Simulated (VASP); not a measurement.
A run of VASP 6.6.1 is set up as follows.

File INCAR:

```
PREC     = Accurate       # precision mode
ENCUT    = 520            # plane-wave cutoff, eV
EDIFF    = 1E-7           # SCF threshold, eV
ISMEAR   = 0              # smearing method
SIGMA    = 0.15           # smearing width, eV
LREAL    = False          # projectors in reciprocal space
LASPH    = True           # aspherical terms in the spheres
NELM     = 60             # most SCF steps
ALGO     = Normal         # electronic algorithm
ISIF     = 2              # what is computed and relaxed
LWAVE    = False          # write WAVECAR
LCHARG   = True           # write CHGCAR
GGA      = PS             # functional
LELF     = True           # ELF
LVHAR    = True         
NBANDS   = 23             # bands
```

Contents of KPOINTS:

```
Automatic mesh
0
Gamma
  18 18 12
```

The input POSCAR:

```
HfN
1.0
    0.0000000000     -2.4335341244     -2.4335341244
    0.0000000000      2.4335341244     -2.4335341244
    4.8670682487      0.0000000000      0.0000000000
Hf N
2 2
Direct
    0.4537709380      0.4537709380      0.5000000000
    0.0462290620      0.0462290620      0.0000000000
   -0.0356235834      0.5356235834      0.2500000000
    0.5356235834     -0.0356235834      0.7500000000
```

Potentials or basis: VASP PAW PBE potentials, release 64 (Hf_pv, N).

Launch:

```sh
$ cat potpaw_PBE.64/Hf_pv/POTCAR potpaw_PBE.64/N/POTCAR > POTCAR
$ mpirun -np 1 vasp_std > vasp.out
```

(1) What does it give for the pressure?

(2) Predict the largest force.

(3) Predict the band gap on the k mesh.

Results:

(1) -2.1 GPa.

(2) 2.261 eV/Å.

(3) zero (bands 15 and 16 overlap by 2.51 eV).

Caveat: the cell differs from its parent crystal (atoms displaced along a vibrational mode); the PAW data sets were made with another functional, which shifts forces and pressure a little; spin-orbit coupling is left out, which moves the levels of the heavy elements.
